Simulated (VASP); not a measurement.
# TiOs3 (Pm-3m) in VASP: notebook

TiOs3 is run at these levels: r2SCAN; tasks: single point, relaxation of cell and atoms.

Everything below comes from runs of VASP 6.6.1. Logs are shortened: lines on timing, memory, paths and dates and some standing lists are left out, and cuts for length are marked.

## (1) The cell of the first run

The structure is cubic, space group Pm-3m (No. 221). The conventional cell has a = 3.792 Å, b = 3.792 Å, c = 3.792 Å, α = 90.00°, β = 90.00°, γ = 90.00°. Ti (site symmetry m-3m) has 12 Os at 2.68 Å within 3.5 Å. Within 3.5 Å of Os (site symmetry 4/mmm) lie 4 Ti at 2.68 Å and 8 Os at 2.68 Å.

## (2) Single point, r2SCAN

Input file POSCAR:

```
TiOs3
1.0
    3.7920594896      0.0000000000      0.0000000000
    0.0000000000      3.7920594896      0.0000000000
    0.0000000000      0.0000000000      3.7920594896
Ti Os
1 3
Direct
    0.0000000000      0.0000000000      0.0000000000
    0.5000000000      0.5000000000      0.0000000000
    0.5000000000      0.0000000000      0.5000000000
    0.0000000000      0.5000000000      0.5000000000
```

Input file INCAR.step1:

```
PREC = Accurate
ENCUT = 520
ISMEAR = -1
SIGMA = 0.1
LREAL = F
LASPH = T
NELM = 100
NBANDS = 26
GGA = PE
ALGO = Normal
EDIFF = 1E-4
LWAVE = T
LCHARG = F
```

Input file INCAR.step2:

```
PREC = Accurate
ENCUT = 520
EDIFF = 1E-6
ISMEAR = -1
SIGMA = 0.1
LREAL = F
LASPH = T
NELM = 100
ALGO = Normal
ISIF = 2
LWAVE = F
LCHARG = F
METAGGA = R2SCAN
LMIXTAU = T
NBANDS = 26
ISTART = 1
```

Input file KPOINTS:

```
Automatic mesh
0
Gamma
  7 7 7
```

Potentials or basis: VASP PAW PBE potentials, release 64 (Ti_sv, Os).

On the command line:

```
$ cat potpaw_PBE.64/Ti_sv/POTCAR potpaw_PBE.64/Os/POTCAR > POTCAR
$ cp INCAR.step1 INCAR
$ mpirun -np 1 vasp_std > vasp.out
$ cp INCAR.step2 INCAR
$ mpirun -np 1 vasp_std > vasp.out
```

OUTCAR:

```text
PREC = Accurate
   ENCUT = 520
   EDIFF = 1E-6
   ISMEAR = -1
   LREAL = F
   LASPH = T
   NELM = 100
   ISIF = 2
   METAGGA = R2SCAN
   ISTART = 1

 ion  position               nearest neighbor table
   1  0.000  0.000  0.000-   2 2.68   3 2.68   4 2.68   3 2.68   4 2.68   2 2.68   4 2.68   4 2.68
                             2 2.68   3 2.68   3 2.68   2 2.68
   2  0.500  0.500  0.000-   1 2.68   3 2.68   4 2.68   3 2.68   4 2.68   1 2.68   3 2.68   3 2.68
                             1 2.68   4 2.68   4 2.68   1 2.68
   3  0.500  0.000  0.500-   1 2.68   2 2.68   4 2.68   1 2.68   2 2.68   2 2.68   4 2.68   2 2.68
                             1 2.68   4 2.68   1 2.68   4 2.68
   4  0.000  0.500  0.500-   1 2.68   2 2.68   3 2.68   1 2.68   2 2.68   1 2.68   3 2.68   1 2.68
                             2 2.68   3 2.68   2 2.68   3 2.68

  LATTYP: Found a simple cubic cell.
 ALAT       =     3.7920594896

  Lattice vectors:

 A1 = (   3.7920594896,   0.0000000000,   0.0000000000)
 A2 = (   0.0000000000,   3.7920594896,   0.0000000000)
 A3 = (   0.0000000000,   0.0000000000,   3.7920594896)

Analysis of symmetry for initial positions (statically):
=====================================================================
 Subroutine PRICEL returns:
 Original cell was already a primitive cell.

 Routine SETGRP: Setting up the symmetry group for a
 simple cubic supercell.

 Subroutine GETGRP returns: Found 48 space group operations
 (whereof 48 operations were pure point group operations)
 out of a pool of 48 trial point group operations.

The static configuration has the point symmetry O_h .

Analysis of symmetry for dynamics (positions and initial velocities):
=====================================================================
 Subroutine PRICEL returns:
 Original cell was already a primitive cell.

 Routine SETGRP: Setting up the symmetry group for a
 simple cubic supercell.

 Subroutine GETGRP returns: Found 48 space group operations
 (whereof 48 operations were pure point group operations)
 out of a pool of 48 trial point group operations.

The dynamic configuration has the point symmetry O_h .

 Subroutine INISYM returns: Found 48 space group operations
 (whereof 48 operations are pure point group operations),
 and found     1 'primitive' translations

----------------------------------------------------------------------------------------

                                     Primitive cell

  volume of cell :      54.5287

  direct lattice vectors                    reciprocal lattice vectors
     3.792059490  0.000000000  0.000000000     0.263708943  0.000000000  0.000000000
     0.000000000  3.792059490  0.000000000     0.000000000  0.263708943  0.000000000
     0.000000000  0.000000000  3.792059490     0.000000000  0.000000000  0.263708943

  length of vectors
     3.792059490  3.792059490  3.792059490     0.263708943  0.263708943  0.263708943

  position of ions in fractional coordinates (direct lattice)
     0.000000000  0.000000000  0.000000000
     0.500000000  0.500000000  0.000000000
     0.500000000  0.000000000  0.500000000
     0.000000000  0.500000000  0.500000000

  ion indices of the primitive-cell ions
   primitive index   ion index
                 1           1
                 2           2
                 3           3
                 4           4

----------------------------------------------------------------------------------------

 KPOINTS: Automatic mesh

Automatic generation of k-mesh.
 Grid dimensions read from file:
 generate k-points for:    7    7    7

 Generating k-lattice:

  Cartesian coordinates                     Fractional coordinates (reciprocal lattice)
     0.037672706  0.000000000  0.000000000     0.142857143  0.000000000  0.000000000
     0.000000000  0.037672706  0.000000000     0.000000000  0.142857143  0.000000000
     0.000000000  0.000000000  0.037672706     0.000000000  0.000000000  0.142857143

  Length of vectors
     0.037672706  0.037672706  0.037672706

  Shift w.r.t. Gamma in fractional coordinates (k-lattice)
     0.000000000  0.000000000  0.000000000

 Subroutine IBZKPT returns following result:
 ===========================================

 Found     20 irreducible k-points:

 Following reciprocal coordinates:
            Coordinates               Weight
  0.000000  0.000000  0.000000      1.000000
  0.142857  0.000000  0.000000      6.000000
  0.285714  0.000000  0.000000      6.000000
  0.428571  0.000000  0.000000      6.000000
  0.142857  0.142857  0.000000     12.000000
  0.285714  0.142857  0.000000     24.000000
[... 12 lines left out ...]
  0.428571  0.428571  0.285714     24.000000
  0.428571  0.428571  0.428571      8.000000
   k-points           NKPTS =     20   k-points in BZ     NKDIM =     20   number of bands    NBANDS=     26
   number of dos      NEDOS =    301   number of ions     NIONS =      4
   total plane-waves  NPLWV =  21952
   dimension x,y,z NGX =    28 NGY =   28 NGZ =   28
   dimension x,y,z NGXF=    56 NGYF=   56 NGZF=   56
   ions per type =               1   3
   NGX,Y,Z   is equivalent  to a cutoff of  12.28, 12.28, 12.28 a.u.
   NGXF,Y,Z  is equivalent  to a cutoff of  24.55, 24.55, 24.55 a.u.
 SYSTEM =  unknown system
   PREC   = accura    normal or accurate (medium, high low for compatibility)
   ISTART =      1    job   : 0-new  1-cont  2-samecut
   ICHARG =      0    charge: 1-file 2-atom 10-const
   ISPIN  =      1    spin polarized calculation?
   LNONCOLLINEAR =      F non collinear calculations
   LSORBIT =      F    spin-orbit coupling
   LASPH  =      T    aspherical Exc in radial PAW
   ENCUT  =  520.0 eV  38.22 Ry    6.18 a.u.   7.05  7.05  7.05*2*pi/ulx,y,z
   NELM   =    100;   NELMIN=  2; NELMDL=  0     # of ELM steps
   EDIFF  = 0.1E-05   stopping-criterion for ELM
   LREAL  =      F    real-space projection
   EDIFFG = 0.1E-04   stopping-criterion for IOM
   NSW    =      0    number of steps for IOM
   IBRION =     -1    ionic relax: 0-MD 1-quasi-New 2-CG
   NFREE  =      0    steps in history (QN), initial steepest desc. (CG)
   ISIF   =      2    stress and relaxation
   ISYM   =      2    0-nonsym 1-usesym 2-fastsym
   POTIM  = 0.5000    time-step for ionic-motion
   TEBEG  =    0.0;   TEEND  =   0.0 temperature during run
   PSTRESS=    0.0 pullay stress
   NELECT =      36.0000    total number of electrons
   NUPDOWN=      -1.0000    fix difference up-down
   EMIN   =  10.00;   EMAX   =-10.00  energy-range for DOS
   EFERMI =   0.00;   METHOD = LEGACY
   ISMEAR =    -1;   SIGMA  =   0.10  broadening in eV -4-tet -1-fermi 0-gaus
   EFERMI_NEDOS =   21; number of points for ismear=-14 and -15
   IALGO  =     38    algorithm
   IMIX   =      4    mixing-type and parameters
     AMIX     =   0.40;   BMIX     =  1.00
     AMIX_MAG =   1.60;   BMIX_MAG =  1.00
  volume/ion in A,a.u.               =      13.63        91.99
  Fermi-wavevector in a.u.,A,eV,Ry     =   1.425500  2.693804 27.647718  2.032050
  Thomas-Fermi vector in A             =   2.545877
   LORBIT       =      0    0 simple, 1 ext, 2 COOP (PROOUT), +10 PAW based schemes
   METAGGA = R2SCAN    functional components
   LHFCALC =     F    Hartree Fock is set to
   AEXX    =    0.0000 exact exchange contribution
   IVDW    =     0    specifies the selected vdW correction
   LEPSILON=     F    determine dielectric tensor
   LRPA    =     F    only Hartree local field effects (RPA)
 non-spin polarized calculation
  energy-cutoff  :      520.00
  volume of cell :       54.53
 maximum number of plane-waves:      1480
   NGX = 15   NGY = 15   NGZ = 15

 number of electron      35.9999998 magnetization

 Free energy of the ion-electron system (eV)
  ---------------------------------------------------
  ext. energy  EPLUGINS =         0.00000000
  ---------------------------------------------------
  free energy    TOTEN  =      -172.44067483 eV

  energy without entropy =     -172.29373260  energy(sigma->0) =     -172.36720372

 E-fermi :   9.5307     XC(G=0): -15.0990

 val. band max:        9.4872546170   @ k =   0.2857   0.2857   0.1429
 cond. band min:       9.5458887803   @ k =   0.4286   0.4286   0.1429
 fundamental gap:      0.0586341634
 Fermi energy:         9.5306601887

 k-point     1 :       0.0000    0.0000    0.0000
  band No.  band energies     occupation
      1     -49.0641      2.00000
      2     -24.3211      2.00000
      3     -24.3211      2.00000
      4     -24.3211      2.00000
      5      -0.7150      2.00000
      6       2.1908      2.00000
[... 18 lines left out ...]
     25      13.7356      0.00000
     26      14.3734      0.00000

 k-point     2 :       0.1429    0.0000    0.0000
  band No.  band energies     occupation
      1     -49.0632      2.00000
      2     -24.3318      2.00000
      3     -24.3235      2.00000
      4     -24.3235      2.00000
      5      -0.3878      2.00000
      6       2.4244      2.00000
[... 18 lines left out ...]
     25      13.5542      0.00000
     26      14.3730      0.00000

 k-point     3 :       0.2857    0.0000    0.0000
  band No.  band energies     occupation
      1     -49.0612      2.00000
      2     -24.3557      2.00000
      3     -24.3288      2.00000
      4     -24.3288      2.00000
      5       0.5150      2.00000
      6       3.0209      2.00000
[... 18 lines left out ...]
     25      13.4978      0.00000
     26      14.3728      0.00000

 k-point     4 :       0.4286    0.0000    0.0000
  band No.  band energies     occupation
      1     -49.0596      2.00000
      2     -24.3748      2.00000
      3     -24.3330      2.00000
      4     -24.3330      2.00000
      5       1.6138      2.00000
      6       3.3847      2.00000
[... 18 lines left out ...]
     25      13.5004      0.00000
     26      14.3730      0.00000
[... 380 lines left out ...]
      1     -49.0589      2.00000
      2     -24.3573      2.00000
      3     -24.3482      2.00000
      4     -24.3379      2.00000
      5       2.4362      2.00000
      6       3.3431      2.00000
[... 18 lines left out ...]
     25      13.4986      0.00000
     26      13.7270      0.00000

 k-point    19 :       0.4286    0.4286    0.2857
  band No.  band energies     occupation
      1     -49.0590      2.00000
      2     -24.3513      2.00000
      3     -24.3462      2.00000
      4     -24.3403      2.00000
      5       2.6052      2.00000
      6       3.0302      2.00000
[... 18 lines left out ...]
     25      13.4837      0.00000
     26      14.3249      0.00000

 k-point    20 :       0.4286    0.4286    0.4286
  band No.  band energies     occupation
      1     -49.0596      2.00000
      2     -24.3445      2.00000
      3     -24.3403      2.00000
      4     -24.3403      2.00000
      5       2.4237      2.00000
      6       2.6556      2.00000
[... 18 lines left out ...]
     25      13.6276      0.00000
     26      14.0444      0.00000

------------------------ aborting loop because EDIFF is reached ----------------------------------------

  FORCE on cell =-STRESS in cart. coord.  units (eV):
  Direction    XX          YY          ZZ          XY          YZ          ZX
  --------------------------------------------------------------------------------------
  -------------------------------------------------------------------------------------
  Total        7.3117019      7.3117019      7.3117019     -0.0000000     -0.0000000      0.0000000
  in kB      214.8343050    214.8343050    214.8343050     -0.0000000     -0.0000000      0.0000000
  external PRESSURE =     214.8343050 kB  Pullay stress =       0.0000000 kB

 VOLUME and BASIS-vectors are now :
 -----------------------------------------------------------------------------
  energy-cutoff  :      520.00
  volume of cell :       54.53
      direct lattice vectors                 reciprocal lattice vectors
     3.792059490  0.000000000  0.000000000     0.263708943  0.000000000  0.000000000
     0.000000000  3.792059490  0.000000000     0.000000000  0.263708943  0.000000000
     0.000000000  0.000000000  3.792059490     0.000000000  0.000000000  0.263708943

 POSITION                                       TOTAL-FORCE (eV/Angst)
 -----------------------------------------------------------------------------------
      0.00000      0.00000      0.00000         0.000000      0.000000      0.000000
      1.89603      1.89603      0.00000         0.000000      0.000000      0.000000
      1.89603      0.00000      1.89603         0.000000      0.000000      0.000000
      0.00000      1.89603      1.89603         0.000000      0.000000      0.000000
 -----------------------------------------------------------------------------------
    total drift:                                0.000000      0.000000      0.000000

  FREE ENERGIE OF THE ION-ELECTRON SYSTEM (eV)
  ---------------------------------------------------
  free  energy   TOTEN  =      -172.4406748345 eV

  energy  without entropy=     -172.2937326045  energy(sigma->0) =     -172.36720372
```

It took 2.3 min on 1 thread of Oxide Virtual Turin-like, shared host; peak memory 0.14 GiB.

Results:

```yaml
Free_energy: -172.4407 eV
Pressure: 21.5 GPa
Band_gap_on_the_k_mesh: zero (bands 18 and 19 overlap by 3.97 eV)
```

Caveat: the cell stands under pressure; the PAW data sets were made with another functional, which shifts forces and pressure a little; spin-orbit coupling is left out, which moves the levels of the heavy elements.

(Continued in part 2 of 3.)

The gap in the log of VASP goes by the Fermi energy; the results here count the filled bands.